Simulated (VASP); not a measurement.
# Rb2AlH4 (Cm) in VASP: further runs

Runs on Rb2AlH4. Level: PBE. Tasks: single point.

Everything below comes from runs of VASP 6.6.1. Logs are shortened: lines on timing, memory, paths and dates and some standing lists are left out, and cuts for length are marked.

## Step 1: The cell of the first run

The structure is monoclinic, space group Cm (No. 8). Conventional cell: a = 6.151 Å, b = 17.885 Å, c = 4.678 Å, α = 90.00°, β = 130.79°, γ = 90.00°. Within 3.8 Å of Rb (site symmetry 1) lie 7 H at 2.87 to 3.73 Å. Al (site symmetry m) has 4 H at 1.63 to 1.65 Å within 2.2 Å. Within 2.2 Å of H (site symmetry m) lie 1 Al at 1.65 Å. H (site symmetry 1) has 1 Al at 1.63 Å within 2.2 Å. H (site symmetry m) has 1 Al at 1.65 Å within 2.2 Å.

## Step 2: Single point, PBE

File INCAR:

```
SYSTEM = Rb2AlH4
ALGO = Normal
EDIFF = 1E-6
ENCUT = 520
GGA = PE
ISIF = 2
ISMEAR = 0
LASPH = .TRUE.
LCHARG = .FALSE.
LREAL = .FALSE.
LWAVE = .FALSE.
NBANDS = 22
NELM = 60
PREC = Accurate
SIGMA = 0.1
```

File KPOINTS:

```
k-points
0
G
  4 4 6
  0 0 0
```

File POSCAR:

```
Rb2AlH4
1.0
    3.0757472098     -8.9424780377      0.0000000000
    3.0757472098      8.9424780377      0.0000000000
   -3.0555897263      0.0000000000      3.5416885544
Rb Al H
2 1 4
Direct
    0.3031523830      0.5636597601      0.8698291676
    0.5636597601      0.3031523830      0.8698291676
    0.9344042284      0.9344042284      0.8684587094
    0.5831674964      0.5831674964      0.6041962059
    0.1345596404      0.9773536420      0.1027749390
    0.0040412373      0.0040412373      0.5828366905
    0.9773536420      0.1345596404      0.1027749390
```

Potentials or basis: VASP PAW PBE potentials, release 64 (Rb_sv, Al, H).

The run is started by

```
$ cat potpaw_PBE.64/Rb_sv/POTCAR potpaw_PBE.64/Al/POTCAR potpaw_PBE.64/H/POTCAR > POTCAR
$ mpirun -np 1 vasp_std > vasp.out
```

OUTCAR:

```text
SYSTEM = Rb2AlH4
   EDIFF = 1E-6
   ENCUT = 520
   GGA = PE
   ISIF = 2
   ISMEAR = 0
   LASPH = .TRUE.
   LREAL = .FALSE.
   NELM = 60
   PREC = Accurate

 ion  position               nearest neighbor table
   1  0.303  0.564  0.870-   7 2.87   4 3.05   6 3.09   7 3.28   3 3.85   3 3.87   3 4.24   3 4.24
                             2 4.66   2 5.27   2 5.27   2 5.56   2 5.56
   2  0.564  0.303  0.870-   5 2.87   4 3.05   6 3.09   5 3.28   3 3.85   3 3.87   3 4.24   3 4.24
                             1 4.66   1 5.27   1 5.27   1 5.56   1 5.56
   3  0.934  0.934  0.868-   5 1.63   7 1.63   4 1.65   6 1.65   2 3.85   1 3.85   2 3.87   1 3.87
                             2 4.24   1 4.24   1 4.24   2 4.24
   4  0.583  0.583  0.604-   3 1.65   2 3.05   1 3.05
   5  0.135  0.977  0.103-   3 1.63   2 2.87   2 3.28
   6  0.004  0.004  0.583-   3 1.65   1 3.09   2 3.09
   7  0.977  0.135  0.103-   3 1.63   1 2.87   1 3.28

  LATTYP: Found a base centered monoclinic cell.
 ALAT       =     6.1514944196
 B/A-ratio  =     2.9074164513
 C/A-ratio  =     0.7604048431
 COS(beta)  =    -0.6532351301

  Lattice vectors:

 A1 = (   3.0757472098,  -8.9424780377,   0.0000000000)
 A2 = (   3.0757472098,   8.9424780377,   0.0000000000)
 A3 = (  -3.0555897263,   0.0000000000,   3.5416885544)

Analysis of symmetry for initial positions (statically):
=====================================================================
 Subroutine PRICEL returns:
 Original cell was already a primitive cell.

 Routine SETGRP: Setting up the symmetry group for a
 base centered monoclinic supercell.

 Subroutine GETGRP returns: Found  2 space group operations
 (whereof  2 operations were pure point group operations)
 out of a pool of  4 trial point group operations.

The static configuration has the point symmetry C_1h.

Analysis of symmetry for dynamics (positions and initial velocities):
=====================================================================
 Subroutine PRICEL returns:
 Original cell was already a primitive cell.

 Routine SETGRP: Setting up the symmetry group for a
 base centered monoclinic supercell.

 Subroutine GETGRP returns: Found  2 space group operations
 (whereof  2 operations were pure point group operations)
 out of a pool of  4 trial point group operations.

The dynamic configuration has the point symmetry C_1h.

 Subroutine INISYM returns: Found  2 space group operations
 (whereof  2 operations are pure point group operations),
 and found     1 'primitive' translations

----------------------------------------------------------------------------------------

                                     Primitive cell

  volume of cell :     194.8269

  direct lattice vectors                    reciprocal lattice vectors
     3.075747210 -8.942478038  0.000000000     0.162562124 -0.055912913  0.140250377
     3.075747210  8.942478038  0.000000000     0.162562124  0.055912913  0.140250377
    -3.055589726  0.000000000  3.541688554     0.000000000  0.000000000  0.282351196

  length of vectors
     9.456644984  9.456644984  4.677626149     0.221862269  0.221862269  0.282351196

  position of ions in fractional coordinates (direct lattice)
     0.303152383  0.563659760  0.869829168
     0.563659760  0.303152383  0.869829168
     0.934404228  0.934404228  0.868458709
     0.583167496  0.583167496  0.604196206
     0.134559640  0.977353642  0.102774939
     0.004041237  0.004041237  0.582836691
     0.977353642  0.134559640  0.102774939

  ion indices of the primitive-cell ions
   primitive index   ion index
                 1           1
                 2           2
                 3           3
                 4           4
                 5           5
                 6           6
                 7           7

----------------------------------------------------------------------------------------

 KPOINTS: k-points

Automatic generation of k-mesh.
 Grid dimensions read from file:
 generate k-points for:    4    4    6

 Generating k-lattice:

  Cartesian coordinates                     Fractional coordinates (reciprocal lattice)
     0.040640531 -0.013978228  0.035062594     0.250000000  0.000000000  0.000000000
     0.040640531  0.013978228  0.035062594     0.000000000  0.250000000  0.000000000
     0.000000000  0.000000000  0.047058533     0.000000000  0.000000000  0.166666667

  Length of vectors
     0.055465567  0.055465567  0.047058533

  Shift w.r.t. Gamma in fractional coordinates (k-lattice)
     0.000000000  0.000000000  0.000000000

 Subroutine IBZKPT returns following result:
 ===========================================

 Found     34 irreducible k-points:

 Following reciprocal coordinates:
            Coordinates               Weight
  0.000000  0.000000  0.000000      1.000000
  0.250000  0.000000 -0.000000      4.000000
  0.500000  0.000000 -0.000000      2.000000
  0.250000  0.250000 -0.000000      2.000000
  0.500000  0.250000  0.000000      4.000000
 -0.250000  0.250000  0.000000      2.000000
[... 16 lines left out ...]
  0.500000  0.250000  0.333333      4.000000
 -0.250000  0.250000  0.333333      4.000000
 [... further k-points ...]
   k-points           NKPTS =     34   k-points in BZ     NKDIM =     34   number of bands    NBANDS=     22
   number of dos      NEDOS =    301   number of ions     NIONS =      7
   total plane-waves  NPLWV = 176400
   dimension x,y,z NGX =    70 NGY =   70 NGZ =   36
   dimension x,y,z NGXF=   140 NGYF=  140 NGZF=   72
   ions per type =               2   1   4
   NGX,Y,Z   is equivalent  to a cutoff of  12.31, 12.31, 12.79 a.u.
   NGXF,Y,Z  is equivalent  to a cutoff of  24.61, 24.61, 25.59 a.u.
 SYSTEM =  Rb2AlH4
   PREC   = accura    normal or accurate (medium, high low for compatibility)
   ISTART =      0    job   : 0-new  1-cont  2-samecut
   ICHARG =      2    charge: 1-file 2-atom 10-const
   ISPIN  =      1    spin polarized calculation?
   LNONCOLLINEAR =      F non collinear calculations
   LSORBIT =      F    spin-orbit coupling
   LASPH  =      T    aspherical Exc in radial PAW
   ENCUT  =  520.0 eV  38.22 Ry    6.18 a.u.  17.58 17.58  8.70*2*pi/ulx,y,z
   NELM   =     60;   NELMIN=  2; NELMDL= -5     # of ELM steps
   EDIFF  = 0.1E-05   stopping-criterion for ELM
   LREAL  =      F    real-space projection
   EDIFFG = 0.1E-04   stopping-criterion for IOM
   NSW    =      0    number of steps for IOM
   IBRION =     -1    ionic relax: 0-MD 1-quasi-New 2-CG
   NFREE  =      0    steps in history (QN), initial steepest desc. (CG)
   ISIF   =      2    stress and relaxation
   ISYM   =      2    0-nonsym 1-usesym 2-fastsym
   POTIM  = 0.5000    time-step for ionic-motion
   TEBEG  =    0.0;   TEEND  =   0.0 temperature during run
   PSTRESS=    0.0 pullay stress
   NELECT =      25.0000    total number of electrons
   NUPDOWN=      -1.0000    fix difference up-down
   EMIN   =  10.00;   EMAX   =-10.00  energy-range for DOS
   EFERMI =   0.00;   METHOD = LEGACY
   ISMEAR =     0;   SIGMA  =   0.10  broadening in eV -4-tet -1-fermi 0-gaus
   EFERMI_NEDOS =   21; number of points for ismear=-14 and -15
   IALGO  =     38    algorithm
   IMIX   =      4    mixing-type and parameters
     AMIX     =   0.40;   BMIX     =  1.00
     AMIX_MAG =   1.60;   BMIX_MAG =  1.00
  volume/ion in A,a.u.               =      27.83       187.82
  Fermi-wavevector in a.u.,A,eV,Ry     =   0.825731  1.560405  9.276881  0.681832
  Thomas-Fermi vector in A             =   1.937640
   LORBIT       =      0    0 simple, 1 ext, 2 COOP (PROOUT), +10 PAW based schemes
   GGA     = PE    functional components
   LHFCALC =     F    Hartree Fock is set to
   AEXX    =    0.0000 exact exchange contribution
   IVDW    =     0    specifies the selected vdW correction
   LEPSILON=     F    determine dielectric tensor
   LRPA    =     F    only Hartree local field effects (RPA)
 non-spin polarized calculation
 Gauss-broadening in eV      SIGMA  =   0.10
  energy-cutoff  :      520.00
  volume of cell :      194.83
 maximum number of plane-waves:      5294
   NGX = 35   NGY = 35   NGZ = 17

 number of electron      25.0000001 magnetization

 Free energy of the ion-electron system (eV)
  ---------------------------------------------------
  ext. energy  EPLUGINS =         0.00000000
  ---------------------------------------------------
  free energy    TOTEN  =       -20.06245312 eV

  energy without entropy =      -20.05581448  energy(sigma->0) =      -20.05913380

 E-fermi :   1.0872     XC(G=0):  -6.3394

 val. band max:        1.0226824938   @ k =   0.5000   0.0000   0.3333
 cond. band min:       1.1416937469   @ k =   0.2500   0.2500   0.1667
 fundamental gap:      0.1190112531
 Fermi energy:         1.0871834066

 k-point     1 :       0.0000    0.0000    0.0000
  band No.  band energies     occupation
      1     -27.8887      2.00000
      2     -27.8856      2.00000
      3     -12.0432      2.00000
      4     -11.9543      2.00000
      5     -11.9464      2.00000
      6     -11.9433      2.00000
[... 14 lines left out ...]
     21       5.2916      0.00000
     22       5.5670      0.00000

 k-point     2 :       0.2500    0.0000   -0.0000
  band No.  band energies     occupation
      1     -27.8867      2.00000
      2     -27.8841      2.00000
      3     -12.0288      2.00000
      4     -12.0059      2.00000
      5     -11.9984      2.00000
      6     -11.9467      2.00000
[... 14 lines left out ...]
     21       5.3185      0.00000
     22       5.4743      0.00000

 k-point     3 :       0.5000    0.0000   -0.0000
  band No.  band energies     occupation
      1     -27.8846      2.00000
      2     -27.8826      2.00000
      3     -12.0742      2.00000
      4     -12.0529      2.00000
      5     -11.9988      2.00000
      6     -11.9453      2.00000
[... 14 lines left out ...]
     21       5.2886      0.00000
     22       5.8284      0.00000

 k-point     4 :       0.2500    0.2500   -0.0000
  band No.  band energies     occupation
      1     -27.8846      2.00000
      2     -27.8826      2.00000
      3     -12.0747      2.00000
      4     -12.0521      2.00000
      5     -11.9992      2.00000
      6     -11.9451      2.00000
[... 14 lines left out ...]
     21       5.5067      0.00000
     22       5.7772      0.00000

 k-point     5 :       0.5000    0.2500    0.0000
  band No.  band energies     occupation
      1     -27.8862      2.00000
      2     -27.8845      2.00000
      3     -12.0282      2.00000
      4     -12.0003      2.00000
      5     -11.9918      2.00000
      6     -11.9521      2.00000
[... 14 lines left out ...]
     21       5.4232      0.00000
     22       5.4813      0.00000

 k-point     6 :      -0.2500    0.2500    0.0000
  band No.  band energies     occupation
      1     -27.8883      2.00000
      2     -27.8860      2.00000
      3     -12.0319      2.00000
      4     -11.9593      2.00000
      5     -11.9509      2.00000
      6     -11.9425      2.00000
[... 14 lines left out ...]
     21       5.2625      0.00000
     22       5.4196      0.00000

 k-point     7 :       0.5000    0.5000   -0.0000
  band No.  band energies     occupation
      1     -27.8878      2.00000
      2     -27.8866      2.00000
      3     -12.0160      2.00000
      4     -11.9700      2.00000
      5     -11.9533      2.00000
      6     -11.9441      2.00000
[... 324 lines left out ...]
      6     -11.9678      2.00000
[... 14 lines left out ...]
     21       5.0511      0.00000
     22       5.5579      0.00000

 k-point    21 :      -0.2500    0.0000    0.3333
  band No.  band energies     occupation
      1     -27.8853      2.00000
      2     -27.8828      2.00000
      3     -12.0459      2.00000
      4     -12.0285      2.00000
      5     -12.0077      2.00000
      6     -11.9477      2.00000
[... 14 lines left out ...]
     21       5.3115      0.00000
     22       5.5908      0.00000

 k-point    22 :       0.2500    0.2500    0.3333
  band No.  band energies     occupation
      1     -27.8843      2.00000
      2     -27.8825      2.00000
      3     -12.0480      2.00000
      4     -12.0253      2.00000
      5     -11.9978      2.00000
      6     -11.9641      2.00000
[... 14 lines left out ...]
     21       5.6515      0.00000
     22       5.8046      0.00000

 k-point    23 :       0.5000    0.2500    0.3333
  band No.  band energies     occupation
      1     -27.8849      2.00000
      2     -27.8832      2.00000
      3     -12.0500      2.00000
      4     -12.0268      2.00000
      5     -11.9949      2.00000
      6     -11.9501      2.00000
[... 14 lines left out ...]
     21       5.2977      0.00000
     22       5.6477      0.00000

 k-point    24 :      -0.2500    0.2500    0.3333
  band No.  band energies     occupation
      1     -27.8828      2.00000
      2     -27.8807      2.00000
      3     -12.0431      2.00000
      4     -12.0272      2.00000
      5     -12.0105      2.00000
      6     -11.9939      2.00000
[... 14 lines left out ...]
     21       4.7301      0.00000
     22       5.4602      0.00000

 [... further k-points ...]
[... 5 lines left out ...]
  --------------------------------------------------------------------------------------
  -------------------------------------------------------------------------------------
  Total        0.0512821     -0.0488395     -0.0852451      0.0000000      0.0000000     -0.0686572
  in kB        0.4217232     -0.4016364     -0.7010208      0.0000000      0.0000000     -0.5646091
  external PRESSURE =      -0.2269780 kB  Pullay stress =       0.0000000 kB

 VOLUME and BASIS-vectors are now :
 -----------------------------------------------------------------------------
  energy-cutoff  :      520.00
  volume of cell :      194.83
      direct lattice vectors                 reciprocal lattice vectors
     3.075747210 -8.942478038  0.000000000     0.162562124 -0.055912913  0.140250377
     3.075747210  8.942478038  0.000000000     0.162562124  0.055912913  0.140250377
    -3.055589726  0.000000000  3.541688554     0.000000000  0.000000000  0.282351196

 POSITION                                       TOTAL-FORCE (eV/Angst)
 -----------------------------------------------------------------------------------
      0.00825      2.32958      3.08066        -0.003965     -0.003410      0.003163
      0.00825     -2.32958      3.08066        -0.003965      0.003410      0.003163
      3.09433      0.00000      3.07581         0.000763      0.000000     -0.011440
      1.74118      0.00000      2.13987        -0.006217      0.000000      0.004523
      3.10593      7.53667      0.36400         0.002096     -0.004294      0.000636
     -1.75605      0.00000      2.06423         0.009193      0.000000     -0.000682
      3.10593     -7.53667      0.36400         0.002096      0.004294      0.000636
 -----------------------------------------------------------------------------------
    total drift:                               -0.000021      0.000000     -0.000296

  FREE ENERGIE OF THE ION-ELECTRON SYSTEM (eV)
  ---------------------------------------------------
  free  energy   TOTEN  =       -20.0624531212 eV

  energy  without entropy=      -20.0558144773  energy(sigma->0) =      -20.05913380
```

Run time: 2.5 min. Hardware: 1 thread of Intel Xeon 6975P-C (Granite Rapids), shared host; peak memory 0.48 GiB.

Results:

```yaml
Free_energy: -20.0625 eV
Pressure: 0.0 GPa
Largest_force: 0.011 eV/Å
```

Forces on the atoms (eV/Å):
```
Rb  -0.004 -0.003  0.003
Rb  -0.004  0.003  0.003
Al   0.001  0.000 -0.011
H   -0.006  0.000  0.005
H    0.002 -0.004  0.001
H    0.009  0.000 -0.001
H    0.002  0.004  0.001
```

Stress tensor (GPa, compression positive):
```
 0.04  0.00 -0.06
 0.00 -0.04  0.00
-0.06  0.00 -0.07
```

## Step 3: Single point, PBE

File INCAR:

```
PREC = Accurate ; ENCUT = 520
EDIFF = 1E-6 ; ISMEAR = 0
SIGMA = 0.1 ; LREAL = False
LASPH = True ; NELM = 60
ALGO = Normal ; ISIF = 2
LWAVE = False ; LCHARG = False
GGA = PE ; NBANDS = 22
```

File KPOINTS:

```
regular mesh
0
Gamma
  8 8 10
```

File POSCAR:

```
Rb2AlH4
1.0
    3.0740310687     -8.9464529488      0.0007109662
    3.0740310687      8.9464529488      0.0007109662
   -3.0530661627      0.0000000000      3.5432892919
Rb Al H
2 1 4
Direct
    0.3027294388      0.5637213003      0.8692512077
    0.5637213003      0.3027294388      0.8692512077
    0.9339464119      0.9339464119      0.8679383814
    0.5827596317      0.5827596317      0.6053279175
    0.1346843666      0.9776945728      0.1028588828
    0.0048026656      0.0048026656      0.5832133392
    0.9776945728      0.1346843666      0.1028588828
```

Potentials or basis: VASP PAW PBE potentials, release 64 (Rb_sv, Al, H).

The run is started by

```
$ cat potpaw_PBE.64/Rb_sv/POTCAR potpaw_PBE.64/Al/POTCAR potpaw_PBE.64/H/POTCAR > POTCAR
$ mpirun -np 1 vasp_std > vasp.out
```

It took 39 min on 1 thread of Oxide Virtual Turin-like, shared host; peak memory 0.91 GiB.

It converged, with:

* Free energy: -20.0686 eV
* Pressure: 0.0 GPa
* Largest force: 0.011 eV/Å

Forces on the atoms (eV/Å):
```
Rb   0.000  0.000 -0.001
Rb   0.000  0.000 -0.001
Al  -0.001  0.000 -0.003
H    0.007  0.000  0.008
H    0.001  0.005 -0.002
H   -0.008  0.000  0.000
H    0.001 -0.005 -0.002
```

Levels at points of the mesh, in eV from the Fermi level:
| k point | band 10 | band 11 | band 12 | band 13 | band 14 | band 15 |
| --- | --- | --- | --- | --- | --- | --- |
| (0.00, 0.00, 0.00) | -5.04 | -4.20 | -3.80 | -0.92 | 1.38 | 1.66 |
| (0.50, 0.00, 0.00) | -5.32 | -4.76 | -3.86 | 0.27 | 0.64 | 1.41 |
| (0.50, 0.50, 0.00) | -5.07 | -4.21 | -3.79 | -0.63 | 0.86 | 1.32 |
| (0.00, 0.00, 0.50) | -5.24 | -4.94 | -4.75 | 1.03 | 1.31 | 1.51 |
| (0.50, 0.00, 0.50) | -5.32 | -4.76 | -3.91 | 0.30 | 0.66 | 1.44 |
| (0.50, 0.50, 0.50) | -5.24 | -4.94 | -4.75 | 0.83 | 1.28 | 1.74 |
